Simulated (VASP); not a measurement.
# BN in VASP: notebook

Runs on BN. Level: PBE+D3(BJ). Tasks: single point.

Program: VASP 6.6.1. These are calculated values, not measurements. Logs are shortened: lines on timing, memory, paths and dates and some standing lists are left out, and cuts for length are marked.

## 1. The cell of the first run

The cell holds a slab with vacuum, 2 atoms: a = 2.577 Å, b = 2.577 Å, c = 26.000 Å, α = 90.00°, β = 90.00°, γ = 120.00°.

## 2. Single point, PBE+D3(BJ)

Contents of INCAR:

```
PREC = Accurate
ENCUT = 520
EDIFF = 1E-6
ISMEAR = 0
SIGMA = 0.02
LREAL = F
LASPH = T
NELM = 60
ALGO = Normal
ISIF = 2
LWAVE = F
LCHARG = T
LDIPOL = T
IDIPOL = 3
DIPOL = 0.5 0.5 0.500
GGA = PE
IVDW = 12
LELF = T
LVHAR = T
LVACPOTAV = T
NBANDS = 11
```

Contents of KPOINTS:

```
Automatic mesh
0
Gamma
  12 12 1
```

Contents of POSCAR:

```
BN
1.0
    2.5770000000      0.0000000000      0.0000000000
   -1.2885000000      2.2317474655      0.0000000000
    0.0000000000      0.0000000000     26.0000000000
B N
1 1
Direct
    0.0000000000      0.0000000000      0.5000000000
    0.6666666667      0.3333333333      0.5000000000
```

Potentials or basis: VASP PAW PBE potentials, release 64 (B, N).

Run with:

```sh
> cat potpaw_PBE.64/B/POTCAR potpaw_PBE.64/N/POTCAR > POTCAR
> mpirun -np 1 vasp_std > vasp.out
```

OUTCAR:

```text
PREC = Accurate
   ENCUT = 520
   EDIFF = 1E-6
   ISMEAR = 0
   LREAL = F
   LASPH = T
   NELM = 60
   ISIF = 2
   GGA = PE
   IVDW = 12
 IVDW          = 12

 ion  position               nearest neighbor table
   1  0.000  0.000  0.500-   2 1.49   2 1.49   2 1.49
   2  0.667  0.333  0.500-   1 1.49   1 1.49   1 1.49

  LATTYP: Found a hexagonal cell.
 ALAT       =     2.5770000000
 C/A-ratio  =    10.0892510671

  Lattice vectors:

 A1 = (   2.5770000000,   0.0000000000,   0.0000000000)
 A2 = (  -1.2885000000,   2.2317474655,   0.0000000000)
 A3 = (   0.0000000000,   0.0000000000,  26.0000000000)

Analysis of symmetry for initial positions (statically):
=====================================================================
 Subroutine PRICEL returns:
 Original cell was already a primitive cell.

 Routine SETGRP: Setting up the symmetry group for a
 hexagonal supercell.

 Subroutine GETGRP returns: Found 12 space group operations
 (whereof 12 operations were pure point group operations)
 out of a pool of 24 trial point group operations.

The static configuration has the point symmetry D_3h.

Analysis of symmetry for dynamics (positions and initial velocities):
=====================================================================
 Subroutine PRICEL returns:
 Original cell was already a primitive cell.

 Routine SETGRP: Setting up the symmetry group for a
 hexagonal supercell.

 Subroutine GETGRP returns: Found 12 space group operations
 (whereof 12 operations were pure point group operations)
 out of a pool of 24 trial point group operations.

The dynamic configuration has the point symmetry D_3h.

 Subroutine INISYM returns: Found 12 space group operations
 (whereof 12 operations are pure point group operations),
 and found     1 'primitive' translations

----------------------------------------------------------------------------------------

                                     Primitive cell

  volume of cell :     149.5315

  direct lattice vectors                    reciprocal lattice vectors
     2.577000000  0.000000000  0.000000000     0.388048118  0.224039685  0.000000000
    -1.288500000  2.231747465  0.000000000     0.000000000  0.448079371  0.000000000
     0.000000000  0.000000000 26.000000000     0.000000000  0.000000000  0.038461538

  length of vectors
     2.577000000  2.577000000 26.000000000     0.448079371  0.448079371  0.038461538

  position of ions in fractional coordinates (direct lattice)
     0.000000000  0.000000000  0.500000000
     0.666666667  0.333333333  0.500000000

  ion indices of the primitive-cell ions
   primitive index   ion index
                 1           1
                 2           2

----------------------------------------------------------------------------------------

 KPOINTS: Automatic mesh

Automatic generation of k-mesh.
 Grid dimensions read from file:
 generate k-points for:   12   12    1

 Generating k-lattice:

  Cartesian coordinates                     Fractional coordinates (reciprocal lattice)
     0.032337343  0.018669974  0.000000000     0.083333333  0.000000000  0.000000000
     0.000000000  0.037339948  0.000000000     0.000000000  0.083333333  0.000000000
     0.000000000  0.000000000  0.038461538     0.000000000  0.000000000  1.000000000

  Length of vectors
     0.037339948  0.037339948  0.038461538

  Shift w.r.t. Gamma in fractional coordinates (k-lattice)
     0.000000000  0.000000000  0.000000000

 Subroutine IBZKPT returns following result:
 ===========================================

 Found     19 irreducible k-points:

 Following reciprocal coordinates:
            Coordinates               Weight
  0.000000  0.000000  0.000000      1.000000
  0.083333 -0.000000  0.000000      6.000000
  0.166667  0.000000  0.000000      6.000000
  0.250000  0.000000  0.000000      6.000000
  0.333333  0.000000  0.000000      6.000000
  0.416667  0.000000  0.000000      6.000000
[... 11 lines left out ...]
  0.333333  0.250000  0.000000     12.000000
  0.333333  0.333333  0.000000      2.000000
   k-points           NKPTS =     19   k-points in BZ     NKDIM =     19   number of bands    NBANDS=     11
   number of dos      NEDOS =    301   number of ions     NIONS =      2
   total plane-waves  NPLWV =  78400
   dimension x,y,z NGX =    20 NGY =   20 NGZ =  196
   dimension x,y,z NGXF=    40 NGYF=   40 NGZF=  392
   ions per type =               1   1
   NGX,Y,Z   is equivalent  to a cutoff of  12.90, 12.90, 12.53 a.u.
   NGXF,Y,Z  is equivalent  to a cutoff of  25.80, 25.80, 25.06 a.u.
 SYSTEM =  unknown system
   PREC   = accura    normal or accurate (medium, high low for compatibility)
   ISTART =      0    job   : 0-new  1-cont  2-samecut
   ICHARG =      2    charge: 1-file 2-atom 10-const
   ISPIN  =      1    spin polarized calculation?
   LNONCOLLINEAR =      F non collinear calculations
   LSORBIT =      F    spin-orbit coupling
   LASPH  =      T    aspherical Exc in radial PAW
   ENCUT  =  520.0 eV  38.22 Ry    6.18 a.u.   4.79  4.79 48.34*2*pi/ulx,y,z
   NELM   =     60;   NELMIN=  2; NELMDL= -5     # of ELM steps
   EDIFF  = 0.1E-05   stopping-criterion for ELM
   LREAL  =      F    real-space projection
   EDIFFG = 0.1E-04   stopping-criterion for IOM
   NSW    =      0    number of steps for IOM
   IBRION =     -1    ionic relax: 0-MD 1-quasi-New 2-CG
   NFREE  =      0    steps in history (QN), initial steepest desc. (CG)
   ISIF   =      2    stress and relaxation
   ISYM   =      2    0-nonsym 1-usesym 2-fastsym
   POTIM  = 0.5000    time-step for ionic-motion
   TEBEG  =    0.0;   TEEND  =   0.0 temperature during run
   PSTRESS=    0.0 pullay stress
   NELECT =       8.0000    total number of electrons
   NUPDOWN=      -1.0000    fix difference up-down
   EMIN   =  10.00;   EMAX   =-10.00  energy-range for DOS
   EFERMI =   0.00;   METHOD = LEGACY
   ISMEAR =     0;   SIGMA  =   0.02  broadening in eV -4-tet -1-fermi 0-gaus
   EFERMI_NEDOS =   21; number of points for ismear=-14 and -15
   IALGO  =     38    algorithm
   IMIX   =      4    mixing-type and parameters
     AMIX     =   0.40;   BMIX     =  1.00
     AMIX_MAG =   1.60;   BMIX_MAG =  1.00
  volume/ion in A,a.u.               =      74.77       504.54
  Fermi-wavevector in a.u.,A,eV,Ry     =   0.616870  1.165716  5.177412  0.380529
  Thomas-Fermi vector in A             =   1.674753
   LORBIT       =      0    0 simple, 1 ext, 2 COOP (PROOUT), +10 PAW based schemes
   GGA     = PE    functional components
   LHFCALC =     F    Hartree Fock is set to
   AEXX    =    0.0000 exact exchange contribution
   IVDW    =    12    specifies the selected vdW correction
   LEPSILON=     F    determine dielectric tensor
   LRPA    =     F    only Hartree local field effects (RPA)
 non-spin polarized calculation
 Gauss-broadening in eV      SIGMA  =   0.02
  energy-cutoff  :      520.00
  volume of cell :      149.53
 maximum number of plane-waves:      4046
 NGX is ok and might be reduce to    20
   NGX =  9   NGY =  9   NGZ = 97

 dipolmoment           0.000000      0.000000      0.000000 electrons x Angstroem

 number of electron       8.0000000 magnetization

 dipolmoment           0.000000      0.000000     -0.000000 electrons x Angstroem

 Free energy of the ion-electron system (eV)
  ---------------------------------------------------
  ext. energy  EPLUGINS =         0.00000000
  ---------------------------------------------------
  free energy    TOTEN  =       -17.52678385 eV

  energy without entropy =      -17.52678385  energy(sigma->0) =      -17.52678385

 E-fermi :  -4.7377     XC(G=0):  -1.6157

 val. band max:       -4.9114919045   @ k =   0.3333   0.3333   0.0000
 cond. band min:      -0.4476364085   @ k =   0.3333   0.3333   0.0000
 fundamental gap:      4.4638554959
 Fermi energy:        -4.7377326038

 k-point     1 :       0.0000    0.0000    0.0000
  band No.  band energies     occupation
      1     -22.0805      2.00000
      2      -9.7318      2.00000
      3      -6.3428      2.00000
      4      -6.3428      2.00000
      5      -0.1618      0.00000
      6       0.7603      0.00000
      7       1.0486      0.00000
      8       1.5065      0.00000
      9       1.7519      0.00000
     10       2.6671      0.00000
     11       2.9703      0.00000

 k-point     2 :       0.0833   -0.0000    0.0000
  band No.  band energies     occupation
      1     -21.9553      2.00000
      2      -9.5649      2.00000
      3      -6.8842      2.00000
      4      -6.5787      2.00000
      5       0.0613      0.00000
      6       0.9594      0.00000
      7       1.2588      0.00000
      8       1.7108      0.00000
      9       1.9646      0.00000
     10       2.8630      0.00000
     11       3.1857      0.00000

 k-point     3 :       0.1667    0.0000    0.0000
  band No.  band energies     occupation
      1     -21.5875      2.00000
      2      -9.0724      2.00000
      3      -8.2374      2.00000
      4      -7.1553      2.00000
      5       0.6939      0.00000
      6       1.5429      0.00000
      7       1.8879      0.00000
      8       2.3163      0.00000
      9       2.5923      0.00000
     10       3.4209      0.00000
     11       3.8015      0.00000
[... 197 lines left out ...]
 k-point    18 :       0.3333    0.2500    0.0000
  band No.  band energies     occupation
      1     -18.9025      2.00000
      2     -12.6808      2.00000
      3     -11.2081      2.00000
      4      -5.2019      2.00000
      5      -0.2368      0.00000
      6       6.8508      0.00000
      7       7.3480      0.00000
      8       8.2352      0.00000
      9       8.8053      0.00000
     10       8.8678      0.00000
     11       9.3420      0.00000

 k-point    19 :       0.3333    0.3333    0.0000
  band No.  band energies     occupation
      1     -18.7335      2.00000
      2     -12.3494      2.00000
      3     -11.9718      2.00000
      4      -4.9115      2.00000
      5      -0.4476      0.00000
      6       7.2002      0.00000
      7       7.6962      0.00000
      8       9.1976      0.00000
      9       9.8059      0.00000
     10      10.5508      0.00000
     11      10.8827      0.00000

------------------------ aborting loop because EDIFF is reached ----------------------------------------

 Edisp (eV)   -0.14595

 E8    (eV) :    -0.0469

  FORCE on cell =-STRESS in cart. coord.  units (eV):
  Direction    XX          YY          ZZ          XY          YZ          ZX
  --------------------------------------------------------------------------------------
  -------------------------------------------------------------------------------------
  Total      -3.03404    -3.03404    -0.01753     0.00000     0.00000     0.00000
  in kB     -32.50870   -32.50870    -0.18783     0.00000     0.00000     0.00000
  external pressure =      -21.74 kB  Pullay stress =        0.00 kB

 VOLUME and BASIS-vectors are now :
 -----------------------------------------------------------------------------
  energy-cutoff  :      520.00
  volume of cell :      149.53
      direct lattice vectors                 reciprocal lattice vectors
     2.577000000  0.000000000  0.000000000     0.388048118  0.224039685  0.000000000
    -1.288500000  2.231747465  0.000000000     0.000000000  0.448079371  0.000000000
     0.000000000  0.000000000 26.000000000     0.000000000  0.000000000  0.038461538

 POSITION                                       TOTAL-FORCE (eV/Angst)
 -----------------------------------------------------------------------------------
      0.00000      0.00000     13.00000        -0.000000      0.000000      0.000000
      1.28850      0.74392     13.00000         0.000000      0.000000      0.000000
 -----------------------------------------------------------------------------------
    total drift:                               -0.000002      0.000001      0.000000

  FREE ENERGIE OF THE ION-ELECTRON SYSTEM (eV)
  ---------------------------------------------------
  free  energy   TOTEN  =       -17.6727336415 eV

  energy  without entropy=      -17.6727336415  energy(sigma->0) =      -17.67273364

 vacuum level on the upper side and lower side of the slab         1.003         1.003
```

Run time: 36 s. Hardware: 1 thread of AMD EPYC 7R13 (Zen 3), shared host; peak memory 0.24 GiB.

What came out:

* Free energy: -17.6727 eV
* Band gap on the k mesh: 4.46 eV
* Dispersion energy per atom: -0.073 eV

Levels at points of the mesh, in eV from the valence-band top:
```tsv
k point	band 1	band 2	band 3	band 4	band 5	band 6	band 7	band 8
(0.00, 0.00, 0.00)	-17.17	-4.82	-1.43	-1.43	4.75	5.67	5.96	6.42
(0.50, 0.00, 0.00)	-14.34	-8.55	-4.01	-0.83	4.62	8.91	12.12	12.57
```

## 3. Single point, PBE+D3(BJ)

This run uses another cell than the first one.

Contents of INCAR:

```
PREC = Accurate ; ENCUT = 520
EDIFF = 1E-6 ; ISMEAR = 0
SIGMA = 0.02 ; LREAL = False
LASPH = True ; NELM = 60
ALGO = Normal ; ISIF = 2
LWAVE = False ; LCHARG = True
LDIPOL = True ; IDIPOL = 3
DIPOL = 0.5 0.5 0.500 ; GGA = PE
IVDW = 12 ; LELF = True
LVHAR = True ; LVACPOTAV = True
NBANDS = 11
```

Contents of KPOINTS:

```
regular mesh
0
Gamma
  12 12 1
```

Contents of POSCAR:

```
BN
1.0
    2.5120000000      0.0000000000      0.0000000000
   -1.2560000000      2.1754558143      0.0000000000
    0.0000000000      0.0000000000     26.0000000000
B N
1 1
Direct
    0.0000000000      0.0000000000      0.5000000000
    0.6666666667      0.3333333333      0.5000000000
```

Potentials or basis: VASP PAW PBE potentials, release 64 (B, N).

Run with:

```sh
> cat potpaw_PBE.64/B/POTCAR potpaw_PBE.64/N/POTCAR > POTCAR
> mpirun -np 1 vasp_std > vasp.out
```

Run time: 33 s. Hardware: 1 thread of AMD EPYC 9R45 (Zen 5), shared host; peak memory 0.23 GiB.

The run converged. Its results:

* Free energy: -17.7543 eV
* Band gap on the k mesh: 4.66 eV
* Dispersion energy per atom: -0.077 eV

Levels at points of the mesh, in eV from the valence-band top:
```tsv
k point	band 1	band 2	band 3	band 4	band 5	band 6	band 7	band 8
(0.00, 0.00, 0.00)	-17.61	-5.20	-1.35	-1.35	4.69	5.58	5.86	6.32
(0.50, 0.00, 0.00)	-14.56	-8.85	-4.12	-0.90	4.78	9.66	12.44	12.88
```
